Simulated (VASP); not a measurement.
B:

```
CELL_PARAMETERS angstrom
-2.24531 2.24531 2.24531
2.24531 -2.24531 2.24531
2.24531 2.24531 -2.24531
ATOMIC_POSITIONS crystal
B 0.25000 0.25000 0.25000
B 0.50000 0.00000 0.25000
B 0.00000 0.25000 0.50000
B 0.25000 0.50000 0.00000
B 0.75000 0.75000 0.75000
B 0.50000 0.00000 0.75000
B 0.00000 0.75000 0.50000
B 0.75000 0.50000 0.00000
```

```yaml
Program: VASP 6.6.1
Task: relaxation of cell and atoms
Functional: PBE
Potentials_or_basis: VASP PAW PBE potentials, release 64 (B)
Cutoff: 600 eV
k_mesh: 6 × 6 × 6
Occupations: gaussian, width 0.1 eV
Spin: no spin polarisation
```

At the start: pressure 105.3 GPa; volume 5.66 Å³/atom.

Q: Where does the relaxation end?

A: Over 3 steps the energy falls by 549.8 meV/atom and the volume is 7.77 Å³/atom (+37.2 %); space group Ia-3d (No. 230, to 0.05 Å).

Step by step:
| step | energy change (eV) | largest force (eV/Å) | pressure (GPa) | volume (Å³) |
| --- | --- | --- | --- | --- |
| 1 | 0.0000 | 0.0000 | 105.31 | 45.28 |
| 2 | -3.3240 | 0.0000 | -24.84 | 74.29 |
| 3 | -4.3982 | 0.0000 | 0.21 | 62.14 |

Final structure:
```
CELL_PARAMETERS angstrom
-2.49515 2.49515 2.49515
2.49515 -2.49515 2.49515
2.49515 2.49515 -2.49515
ATOMIC_POSITIONS crystal
B 0.25000 0.25000 0.25000
B 0.50000 0.00000 0.25000
B 0.00000 0.25000 0.50000
B 0.25000 0.50000 0.00000
B 0.75000 0.75000 0.75000
B 0.50000 0.00000 0.75000
B 0.00000 0.75000 0.50000
B 0.75000 0.50000 0.00000
```

Caveat: the volume moved by over 15 % at a fixed basis, so the end points are rough.
